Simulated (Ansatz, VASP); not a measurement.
# Two plane-wave programs on Si3N4

File INCAR:

```
SYSTEM = Si3N4
PREC = Accurate
ENCUT = 520
EDIFF = 1E-7
ISMEAR = 0
SIGMA = 0.02
LREAL = .FALSE.
LASPH = .TRUE.
NELM = 60
ALGO = Normal
ISIF = 2
LWAVE = .FALSE.
LCHARG = .FALSE.
GGA = PE
IBRION = 2
NSW = 50
EDIFFG = -0.01
```

Contents of KPOINTS:

```
regular mesh
0
G
  6 6 6
  0 0 0
```

Contents of POSCAR:

```
Si3N4
1.0
    0.0000000000      3.9710030877      3.9710030877
    3.9710030877      0.0000000000      3.9710030877
    3.9710030877      3.9710030877      0.0000000000
Si N
6 8
Direct
    0.1250000000      0.1250000000      0.6250000000
    0.1250000000      0.6250000000      0.1250000000
    0.6250000000      0.1250000000      0.1250000000
    0.1250000000      0.1250000000      0.1250000000
    0.7500000000      0.7500000000      0.7500000000
    0.5000000000      0.5000000000      0.5000000000
    0.3673622502      0.3673622502      0.3673622502
    0.3520867507      0.8826377498      0.8826377498
    0.8826377498      0.8826377498      0.3520867507
    0.8826377498      0.3520867507      0.8826377498
    0.3673622502      0.3673622502      0.8979132493
    0.3673622502      0.8979132493      0.3673622502
    0.8826377498      0.8826377498      0.8826377498
    0.8979132493      0.3673622502      0.3673622502
```

Input for Ansatz:

```yaml
crystal:
  lattice:
    - [0.0, 3.9710030877, 3.9710030877]
    - [3.9710030877, 0.0, 3.9710030877]
    - [3.9710030877, 3.9710030877, 0.0]
  atoms:
    - { symbol: Si, position: [0.125, 0.125, 0.625] }
    - { symbol: Si, position: [0.125, 0.625, 0.125] }
    - { symbol: Si, position: [0.625, 0.125, 0.125] }
    - { symbol: Si, position: [0.125, 0.125, 0.125] }
    - { symbol: Si, position: [0.75, 0.75, 0.75] }
    - { symbol: Si, position: [0.5, 0.5, 0.5] }
    - { symbol: "N", position: [0.3673622502, 0.3673622502, 0.3673622502] }
    - { symbol: "N", position: [0.3520867507, 0.8826377498, 0.8826377498] }
    - { symbol: "N", position: [0.8826377498, 0.8826377498, 0.3520867507] }
    - { symbol: "N", position: [0.8826377498, 0.3520867507, 0.8826377498] }
    - { symbol: "N", position: [0.3673622502, 0.3673622502, 0.8979132493] }
    - { symbol: "N", position: [0.3673622502, 0.8979132493, 0.3673622502] }
    - { symbol: "N", position: [0.8826377498, 0.8826377498, 0.8826377498] }
    - { symbol: "N", position: [0.8979132493, 0.3673622502, 0.3673622502] }
basis:
  ecutwfc: 420
kpoints:
  mp_grid: { grid: [6, 6, 6] }
hamiltonian:
  xc: pbe
scf:
  occupations: { method: gaussian, width: 0.02 }
output:
  forces: true
  stress: true
  eigenvalues: true
relax:
  adjacent_minimum: "off"
  f_tol: 0.01
  max_steps: 30
```

Alike in both runs: task relaxation of the atoms; functional PBE; k mesh 6 × 6 × 6; occupations gaussian, width 0.02 eV; no spin polarisation.

```csv
,VASP,Ansatz
version,VASP 6.6.1,Ansatz 0.2.0
potentials or method,"VASP PAW PBE potentials, release 64 (Si, N), cutoff 520 eV","scalar-relativistic, plane waves, PAW"
valence electrons in the cell,64,64
```

|  | VASP | Ansatz | Ansatz less VASP |
| --- | --- | --- | --- |
| gap on the k mesh at the Fermi level, each at its own relaxed structure (eV) | 3.11 | 3.12 | +0.011 |

Ansatz's warnings: stress scf threshold loose.
